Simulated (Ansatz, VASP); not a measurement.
**Mg: VASP beside Ansatz**

INCAR

```
SYSTEM = Mg
PREC = Accurate
ENCUT = 520
EDIFF = 1E-7
ISMEAR = 0
SIGMA = 0.025
LREAL = .False.
LASPH = .True.
NELM = 80
ALGO = Normal
ISIF = 2
LWAVE = .False.
LCHARG = .True.
GGA = PE
LELF = .True.
LVHAR = .True.
NBANDS = 12
```

File KPOINTS:

```
regular mesh
0
Gamma
  10 10 3
  0 0 0
```

POSCAR

```
Mg
1.0
    3.1768261656      0.0000000000      0.0000000000
   -1.5884130828      2.7512121628      0.0000000000
    0.0000000000      0.0000000000     10.3188620100
Mg
4
Direct
    0.6666666667      0.3333333333      0.7500000000
    0.0000000000      0.0000000000      0.5000000000
    0.3333333333      0.6666666667      0.2500000000
    0.0000000000      0.0000000000      0.0000000000
```

Contents of input.yaml:

```yaml
crystal:
  lattice:
    - [3.1768261656, 0.0, 0.0]
    - [-1.5884130828, 2.7512121628, 0.0]
    - [0.0, 0.0, 10.31886201]
  atoms:
    - { symbol: Mg, position: [0.6666666667, 0.3333333333, 0.75] }
    - { symbol: Mg, position: [0.0, 0.0, 0.5] }
    - { symbol: Mg, position: [0.3333333333, 0.6666666667, 0.25] }
    - { symbol: Mg, position: [0.0, 0.0, 0.0] }
hamiltonian:
  xc: pbe
  pseudopotentials: { kind: paw }
kpoints:
  mp_grid: { grid: [10, 10, 3] }
scf:
  occupations: { method: gaussian, width: 0.025 }
output:
  forces: true
  stress: true
  eigenvalues: true
  write_density: true
  write_potential: true
  elf: true
  volumetric_format: npy
```

Alike in both runs: task single point; functional PBE; k mesh 10 × 10 × 3; occupations gaussian, width 0.025 eV; no spin polarisation.

|  | VASP | Ansatz |
| --- | --- | --- |
| version | VASP 6.6.1 | Ansatz 0.2.0 |
| potentials or method | VASP PAW PBE potentials, release 64 (Mg) | Ansatz PAW |
| plane-wave cutoff (eV) | 520 | 420 |
| valence electrons in the cell | 8 | 40 |

|  | VASP | Ansatz | Ansatz less VASP |
| --- | --- | --- | --- |
| gap on the k mesh at the Fermi level (eV) | none | none | - |
| pressure (GPa) | 0.8 | 1.0 | +0.12 |
| traceless stress, the component that is largest in VASP (GPa) | 0.91 | 0.91 | 0.000 |

A gap of «none» marks a metal or a gap that the smearing closes. With one functional, cell and mesh, what is left measures potentials, basis and numerics. VASP's potentials hold 8 valence electrons a cell and Ansatz's 40, so a difference there can come from the potentials and not from the codes.
